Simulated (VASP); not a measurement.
Runs of VASP 6.6.1 on Ta2AlN2. The structure is that of space group P6/mmm (No. 191), or close to it. The cells are those of the table. The cell was built from a structure type or drawn by symmetry, and may not be a known phase.

```csv
task,spin,cell,k mesh,cutoff (eV),gap on the mesh (eV),pressure (GPa),moment (μB),relaxed volume (Å³/atom)
single point,off,"a = 3.928, b = 3.928, c = 5.842 Å, angles 90.0, 90.0, 120.0°, 5 atoms",6 × 6 × 4,520,none,9.5,-,-
single point,off,"a = 4.735, b = 4.735, c = 3.992 Å, angles 90.0, 90.0, 120.0°, 5 atoms",12 × 12 × 10,520,none,0.3,-,-
single point,collinear,"a = 4.724, b = 4.724, c = 3.992 Å, angles 90.0, 90.0, 120.0°, 5 atoms",6 × 6 × 4,520,none,0.4,0.00,-
relaxation of cell and atoms,off,"relaxed from a = 4.724, b = 4.724, c = 3.992 Å, angles 90.0, 90.0, 120.0°, 5 atoms",12 × 12 × 10,600,none,0.0,-,15.48
relaxation of cell and atoms,off,"relaxed from a = 3.928, b = 3.928, c = 5.842 Å, angles 90.0, 90.0, 120.0°, 5 atoms",6 × 6 × 4,600,none,0.0,-,(a)
single point,collinear,"a = 3.928, b = 3.928, c = 5.842 Å, angles 90.0, 90.0, 120.0°, 5 atoms",6 × 6 × 4,520,none,9.5,0.00,-
single point,off,"a = 4.724, b = 4.724, c = 3.992 Å, angles 90.0, 90.0, 120.0°, 5 atoms",6 × 6 × 4,520,none,0.4,-,-
```

Alike in all rows: level PBE; potentials or basis VASP PAW PBE potentials, release 64 (Ta_pv, Al, N); smearing gaussian 0.1 eV.

Fill in the values left out.

(a) 15.36.

Caveats: some runs use coarse meshes; spin-orbit coupling is left out, which moves the levels of the heavy elements; the cell stands under pressure (at least some runs); a cell axis changed by over 15 % at a fixed basis, so the end point is rough (at least some runs).

A k mesh can miss the band edges, and the runs leave out spin-orbit coupling on Ta.

A gap of «none» marks levels without a gap at the run's occupations.
